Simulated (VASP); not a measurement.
# Te (R-3m) in VASP: relaxation of cell and atoms with PBE

Aim: the relaxation of cell and atoms of Te with PBE.

Program: VASP 6.6.1. These are calculated values, not measurements. Logs are shortened: lines on timing, memory, paths and dates and some standing lists are left out, and cuts for length are marked.

## 1. The cell of the first run

Symmetry: R-3m, No. 166, trigonal system. The conventional cell has a = 3.610 Å, b = 3.610 Å, c = 9.566 Å, α = 90.00°, β = 90.00°, γ = 120.00°. Te (site symmetry 3m) has 6 Te at 2.43 to 2.85 Å within 3.2 Å.

## 2. Relaxation of cell and atoms, PBE, target pressure 87 GPa, at which the enthalpy is minimised

The input, INCAR:

```
PREC = Accurate
ENCUT = 600
EDIFF = 1E-6
ISMEAR = -1
SIGMA = 0.08
LREAL = False
LASPH = True
NELM = 60
ALGO = Normal
ISIF = 3
LWAVE = False
LCHARG = False
GGA = PE
IBRION = 2
NSW = 60
EDIFFG = -0.005
PSTRESS = 870.0
```

The input, KPOINTS:

```
regular mesh
0
Gamma
  13 13 13
```

The input, POSCAR:

```
Te
1.0
    1.8048712064     -1.0420428769      3.1886057981
    0.0000000000      2.0840857538      3.1886057981
   -1.8048712064     -1.0420428769      3.1886057981
Te
2
Direct
    0.2320000000      0.2320000000      0.2320000000
   -0.2320000000     -0.2320000000     -0.2320000000
```

Potentials or basis: VASP PAW PBE potentials, release 64 (Te).

Started as:

```sh
cat potpaw_PBE.64/Te/POTCAR > POTCAR
mpirun -np 1 vasp_std > vasp.out
```

OUTCAR:

```text
PREC = Accurate
   ENCUT = 600
   EDIFF = 1E-6
   ISMEAR = -1
   LREAL = False
   LASPH = True
   NELM = 60
   ISIF = 3
   GGA = PE
   IBRION = 2
   NSW = 60
   EDIFFG = -0.005
   PSTRESS = 870.0

 ion  position               nearest neighbor table
   1  0.232  0.232  0.232-   2 2.43   2 2.43   2 2.43   2 2.85   2 2.85   2 2.85
   2  0.768  0.768  0.768-   1 2.43   1 2.43   1 2.43   1 2.85   1 2.85   1 2.85

  LATTYP: Found a trigonal (rhomboedric) cell.
 ALAT       =     3.8092808199
 COS(alpha) =     0.5510102270

  Lattice vectors:

 A1 = (   1.8048712064,  -1.0420428769,   3.1886057981)
 A2 = (   0.0000000000,   2.0840857538,   3.1886057981)
 A3 = (  -1.8048712064,  -1.0420428769,   3.1886057981)

Analysis of symmetry for initial positions (statically):
=====================================================================
 Subroutine PRICEL returns:
 Original cell was already a primitive cell.

 Routine SETGRP: Setting up the symmetry group for a
 trigonal (rhombohedral) supercell.

 Subroutine GETGRP returns: Found 12 space group operations
 (whereof 12 operations were pure point group operations)
 out of a pool of 12 trial point group operations.

The static configuration has the point symmetry D_3d.

Analysis of symmetry for dynamics (positions and initial velocities):
=====================================================================
 Subroutine PRICEL returns:
 Original cell was already a primitive cell.

 Routine SETGRP: Setting up the symmetry group for a
 trigonal (rhombohedral) supercell.

 Subroutine GETGRP returns: Found 12 space group operations
 (whereof 12 operations were pure point group operations)
 out of a pool of 12 trial point group operations.

The dynamic configuration has the point symmetry D_3d.

 Subroutine INISYM returns: Found 12 space group operations
 (whereof 12 operations are pure point group operations),
 and found     1 'primitive' translations

----------------------------------------------------------------------------------------

                                     Primitive cell

  volume of cell :      35.9819

  direct lattice vectors                    reciprocal lattice vectors
     1.804871206 -1.042042877  3.188605798     0.277028077 -0.159942235  0.104538897
     0.000000000  2.084085754  3.188605798     0.000000000  0.319884470  0.104538897
    -1.804871206 -1.042042877  3.188605798    -0.277028077 -0.159942235  0.104538897

  length of vectors
     3.809280820  3.809280820  3.809280820     0.336532993  0.336532993  0.336532993

  position of ions in fractional coordinates (direct lattice)
     0.232000000  0.232000000  0.232000000
     0.768000000  0.768000000  0.768000000

  ion indices of the primitive-cell ions
   primitive index   ion index
                 1           1
                 2           2

----------------------------------------------------------------------------------------

 KPOINTS: regular mesh

Automatic generation of k-mesh.
 Grid dimensions read from file:
 generate k-points for:   13   13   13

 Generating k-lattice:

  Cartesian coordinates                     Fractional coordinates (reciprocal lattice)
     0.021309852 -0.012303249  0.008041454     0.076923077  0.000000000  0.000000000
     0.000000000  0.024606498  0.008041454     0.000000000  0.076923077  0.000000000
    -0.021309852 -0.012303249  0.008041454     0.000000000  0.000000000  0.076923077

  Length of vectors
     0.025887153  0.025887153  0.025887153

  Shift w.r.t. Gamma in fractional coordinates (k-lattice)
     0.000000000  0.000000000  0.000000000

 Subroutine IBZKPT returns following result:
 ===========================================

 Found    231 irreducible k-points:

 Following reciprocal coordinates:
            Coordinates               Weight
  0.000000  0.000000  0.000000      1.000000
  0.076923 -0.000000 -0.000000      6.000000
  0.153846 -0.000000 -0.000000      6.000000
  0.230769 -0.000000 -0.000000      6.000000
  0.307692 -0.000000 -0.000000      6.000000
  0.384615  0.000000  0.000000      6.000000
[... 16 lines left out ...]
  0.384615  0.153846 -0.000000     12.000000
  0.461538  0.153846 -0.000000     12.000000
 [... further k-points ...]
   k-points           NKPTS =    231   k-points in BZ     NKDIM =    231   number of bands    NBANDS=     10
   number of dos      NEDOS =    301   number of ions     NIONS =      2
   total plane-waves  NPLWV =  27000
   dimension x,y,z NGX =    30 NGY =   30 NGZ =   30
   dimension x,y,z NGXF=    60 NGYF=   60 NGZF=   60
   ions per type =               2
   NGX,Y,Z   is equivalent  to a cutoff of  13.09, 13.09, 13.09 a.u.
   NGXF,Y,Z  is equivalent  to a cutoff of  26.19, 26.19, 26.19 a.u.
 SYSTEM =  unknown system
   PREC   = accura    normal or accurate (medium, high low for compatibility)
   ISTART =      0    job   : 0-new  1-cont  2-samecut
   ICHARG =      2    charge: 1-file 2-atom 10-const
   ISPIN  =      1    spin polarized calculation?
   LNONCOLLINEAR =      F non collinear calculations
   LSORBIT =      F    spin-orbit coupling
   LASPH  =      T    aspherical Exc in radial PAW
   ENCUT  =  600.0 eV  44.10 Ry    6.64 a.u.   7.61  7.61  7.61*2*pi/ulx,y,z
   NELM   =     60;   NELMIN=  2; NELMDL= -5     # of ELM steps
   EDIFF  = 0.1E-05   stopping-criterion for ELM
   LREAL  =      F    real-space projection
   EDIFFG = -.5E-02   stopping-criterion for IOM
   NSW    =     60    number of steps for IOM
   IBRION =      2    ionic relax: 0-MD 1-quasi-New 2-CG
   NFREE  =      1    steps in history (QN), initial steepest desc. (CG)
   ISIF   =      3    stress and relaxation
   ISYM   =      2    0-nonsym 1-usesym 2-fastsym
   POTIM  = 0.5000    time-step for ionic-motion
   TEBEG  =    0.0;   TEEND  =   0.0 temperature during run
   PSTRESS=  870.0 pullay stress
   NELECT =      12.0000    total number of electrons
   NUPDOWN=      -1.0000    fix difference up-down
   EMIN   =  10.00;   EMAX   =-10.00  energy-range for DOS
   EFERMI =   0.00;   METHOD = LEGACY
   ISMEAR =    -1;   SIGMA  =   0.08  broadening in eV -4-tet -1-fermi 0-gaus
   EFERMI_NEDOS =   21; number of points for ismear=-14 and -15
   IALGO  =     38    algorithm
   IMIX   =      4    mixing-type and parameters
     AMIX     =   0.40;   BMIX     =  1.00
     AMIX_MAG =   1.60;   BMIX_MAG =  1.00
  volume/ion in A,a.u.               =      17.99       121.41
  Fermi-wavevector in a.u.,A,eV,Ry     =   1.135291  2.145389 17.536361  1.288886
  Thomas-Fermi vector in A             =   2.271996
   LORBIT       =      0    0 simple, 1 ext, 2 COOP (PROOUT), +10 PAW based schemes
   GGA     = PE    functional components
   LHFCALC =     F    Hartree Fock is set to
   AEXX    =    0.0000 exact exchange contribution
   IVDW    =     0    specifies the selected vdW correction
   LEPSILON=     F    determine dielectric tensor
   LRPA    =     F    only Hartree local field effects (RPA)
 conjugate gradient relaxation of ions
 non-spin polarized calculation
  energy-cutoff  :      600.00
  volume of cell :       35.98
 maximum number of plane-waves:      1220
   NGX = 15   NGY = 15   NGZ = 15

--------------------------------------- Ionic step        1  -------------------------------------------

 number of electron      11.9999999 magnetization

 Free energy of the ion-electron system (eV)
  ---------------------------------------------------
  ext. energy  EPLUGINS =         0.00000000
  ---------------------------------------------------
  free energy    TOTEN  =         1.33738700 eV

  energy without entropy =        1.36322590  energy(sigma->0) =        1.35030645

------------------------ aborting loop because EDIFF is reached ----------------------------------------

  FORCE on cell =-STRESS in cart. coord.  units (eV):
  Direction    XX          YY          ZZ          XY          YZ          ZX
  --------------------------------------------------------------------------------------
  -------------------------------------------------------------------------------------
  Total       27.9370340     27.9370340     24.3444976      0.0000000      0.0000000      0.0000000
  in kB     1243.9616477   1243.9616478   1083.9955779      0.0000000      0.0000000      0.0000000
  external PRESSURE =     320.6396245 kB  Pullay stress =     870.0000000 kB
[... 23 lines left out ...]
  enthalpy is  TOTEN    =        20.8759472243 eV   P V=       19.5385602254

--------------------------------------- Ionic step        2  -------------------------------------------

 number of electron      12.0000000 magnetization

 E-fermi :   8.2921     XC(G=0):  -9.7758

 val. band max:        8.2908453187   @ k =  -0.4615   0.0769   0.0000
 cond. band min:       8.2956965285   @ k =  -0.3077   0.2308   0.2308
 fundamental gap:      0.0048512098
 Fermi energy:         8.2921067219

 k-point     1 :       0.0000    0.0000    0.0000
  band No.  band energies     occupation
      1      -6.8374      2.00000
      2       0.3915      2.00000
      3       4.2356      2.00000
      4       4.2356      2.00000
      5       5.2408      2.00000
      6       8.1181      1.79596
      7       9.1110      0.00007
      8       9.1110      0.00007
      9      12.5098      0.00000
     10      12.5098      0.00000
[... 287 lines left out ...]
 k-point    24 :       0.4615    0.1538   -0.0000
  band No.  band energies     occupation
      1      -5.0736      2.00000
      2      -3.1336      2.00000
      3       3.0340      2.00000
      4       4.1727      2.00000
      5       5.0329      2.00000
      6       7.7117      1.99859
      7       8.7836      0.00428
      8       9.1462      0.00005
      9      12.1742      0.00000
     10      15.7590      0.00000

 [... further k-points ...]

------------------------ aborting loop because EDIFF is reached ----------------------------------------

  FORCE on cell =-STRESS in cart. coord.  units (eV):
  Direction    XX          YY          ZZ          XY          YZ          ZX
  --------------------------------------------------------------------------------------
  -------------------------------------------------------------------------------------
  Total        6.5482545      6.5482545      2.5849458     -0.0000000      0.0000000     -0.0000000
  in kB      180.6705507    180.6705508     71.3203174     -0.0000000      0.0000000     -0.0000000
  external PRESSURE =    -725.7795270 kB  Pullay stress =     870.0000000 kB
[... 55 lines left out ...]
  FREE ENERGIE OF THE ION-ELECTRON SYSTEM (eV)
  ---------------------------------------------------
  free  energy   TOTEN  =        -2.8984381711 eV

  energy  without entropy=       -2.8772556462  energy(sigma->0) =       -2.88784691

  enthalpy is  TOTEN    =        19.5287685071 eV   P V=       22.4272066781

[... ionic steps 4 to 38 ...]

--------------------------------------- Ionic step       39  -------------------------------------------

 number of electron      11.9999999 magnetization

------------------------ aborting loop because EDIFF is reached ----------------------------------------

  FORCE on cell =-STRESS in cart. coord.  units (eV):
  Direction    XX          YY          ZZ          XY          YZ          ZX
  --------------------------------------------------------------------------------------
  -------------------------------------------------------------------------------------
  Total       18.6250188     18.6250190     18.6408017     -0.0000000      0.0000000     -0.0000000
  in kB      868.6355788    868.6355889    869.3716653     -0.0000000      0.0000000     -0.0000000
  external PRESSURE =      -1.1190557 kB  Pullay stress =     870.0000000 kB
[... 61 lines left out ...]
  enthalpy is  TOTEN    =        16.9070876822 eV   P V=       18.6453550761

--------------------------------------- Ionic step       41  -------------------------------------------

 number of electron      11.9999999 magnetization

 Free energy of the ion-electron system (eV)
  ---------------------------------------------------
  ext. energy  EPLUGINS =         0.00000000
  ---------------------------------------------------
  free energy    TOTEN  =        -1.74062848 eV

  energy without entropy =       -1.72375722  energy(sigma->0) =       -1.73219285

 E-fermi :  16.5292     XC(G=0): -12.4751

 val. band max:       16.5188385112   @ k =  -0.3077   0.0769   0.0769
 cond. band min:      16.5345191472   @ k =  -0.4615   0.0769   0.0769
 fundamental gap:      0.0156806361
 Fermi energy:        16.5291991596

 k-point     1 :       0.0000    0.0000    0.0000
  band No.  band energies     occupation
      1      -2.6645      2.00000
      2       3.4563      2.00000
      3       5.9325      2.00000
      4      20.2682      0.00000
      5      20.2682      0.00000
      6      23.0465      0.00000
      7      23.0830      0.00000
      8      23.0830      0.00000
      9      25.2529      0.00000
     10      25.7526      0.00000
[... 287 lines left out ...]
 k-point    24 :       0.4615    0.1538   -0.0000
  band No.  band energies     occupation
      1       1.8059      2.00000
      2       5.3645      2.00000
      3       8.4266      2.00000
      4      11.9084      2.00000
      5      12.5776      2.00000
      6      13.4202      2.00000
      7      14.5107      2.00000
      8      17.1021      0.00155
      9      24.8991      0.00000
     10      24.9817      0.00000

 [... further k-points ...]

------------------------ aborting loop because EDIFF is reached ----------------------------------------

  FORCE on cell =-STRESS in cart. coord.  units (eV):
  Direction    XX          YY          ZZ          XY          YZ          ZX
  --------------------------------------------------------------------------------------
  -------------------------------------------------------------------------------------
  Total       18.6541821     18.6541824     18.6557715     -0.0000000      0.0000000      0.0000000
  in kB      870.3017197    870.3017320    870.3758706     -0.0000000      0.0000000      0.0000000
  external PRESSURE =       0.3264407 kB  Pullay stress =     870.0000000 kB
[... 17 lines left out ...]
  FREE ENERGIE OF THE ION-ELECTRON SYSTEM (eV)
  ---------------------------------------------------
  free  energy   TOTEN  =        -1.7406284813 eV

  energy  without entropy=       -1.7237572156  energy(sigma->0) =       -1.73219285

  enthalpy is  TOTEN    =        16.9070865217 eV   P V=       18.6477150031

 reached required accuracy - stopping structural energy minimisation
```

Run time: 45 min. Hardware: 1 thread of Intel Xeon 8259CL, shared host; peak memory 0.28 GiB.

Results:

```
Free energy                                                : -1.7406 eV
Relaxed volume                                             : 17.17 Å³/atom
Relaxed cell                                               : a = 5.019 Å, b = 5.019 Å, c = 5.019 Å, α = 33.52°, β = 33.52°, γ = 33.52°
Space group after relaxing (to 0.1 Å)                      : Fm-3m (No. 225)
Energy change on relaxing (the run minimises the enthalpy) : -1539.0 meV/atom
Ionic steps                                                : 41
Pressure after relaxing                                    : 87.0 GPa
Largest force after relaxing                               : 0.004 eV/Å
Band gap on the k mesh                                     : zero (bands 6 and 7 overlap by 10.64 eV)
```

Forces on the atoms (eV/Å):
```
Te   0.000  0.000 -0.004
Te   0.000  0.000  0.004
```

Step by step:
| step | energy change (eV) | largest force (eV/Å) | pressure (GPa) | volume (Å³) |
| --- | --- | --- | --- | --- |
| 1 | 0.0000 | 8.2518 | 119.06 | 35.98 |
| 3 | -4.2358 | 1.4129 | 64.46 | 41.30 |
| 5 | -3.6560 | 2.4339 | 72.75 | 40.14 |
| 7 | -2.7028 | 0.3745 | 89.47 | 37.94 |
| 9 | -3.1425 | 1.1773 | 82.89 | 38.58 |
| 11 | -3.4188 | 2.3490 | 78.16 | 39.03 |
| 13 | -3.6109 | 3.8995 | 75.45 | 39.10 |
| 15 | -3.0666 | 7.6834 | 80.17 | 37.75 |
| 17 | -3.5293 | 6.5735 | 74.17 | 38.44 |
| 19 | -3.2794 | 6.3289 | 76.55 | 37.25 |
| 21 | -3.3437 | 4.8917 | 77.95 | 36.37 |
| 23 | -1.5149 | 2.8537 | 117.61 | 32.49 |
| 25 | -2.6493 | 0.8379 | 95.36 | 33.87 |
| 27 | -3.3377 | 0.1204 | 81.35 | 35.01 |
| 29 | -2.8353 | 0.6491 | 91.88 | 33.93 |
| 31 | -2.8704 | 0.6012 | 91.14 | 33.99 |
| 33 | -2.9636 | 0.5509 | 89.31 | 34.15 |
| 35 | -3.1575 | 0.2369 | 85.38 | 34.49 |
| 37 | -3.0752 | 0.0136 | 87.09 | 34.34 |
| 39 | -3.0846 | 0.0058 | 86.89 | 34.35 |
| 41 | -3.0780 | 0.0044 | 87.03 | 34.34 |

Final structure:
```
Te
1.0
     1.44738   -0.83564    4.73219
     0.00000    1.67129    4.73219
    -1.44738   -0.83564    4.73219
Te
2
Direct
  0.25001 0.25001 0.25001
  0.74999 0.74999 0.74999
```

Caveat: the cell is relaxed towards a set pressure, so the run minimises the enthalpy, not the energy; a cell axis changed by over 15 % at a fixed basis, so the end point is rough; spin-orbit coupling is left out, which moves the levels of the heavy elements.
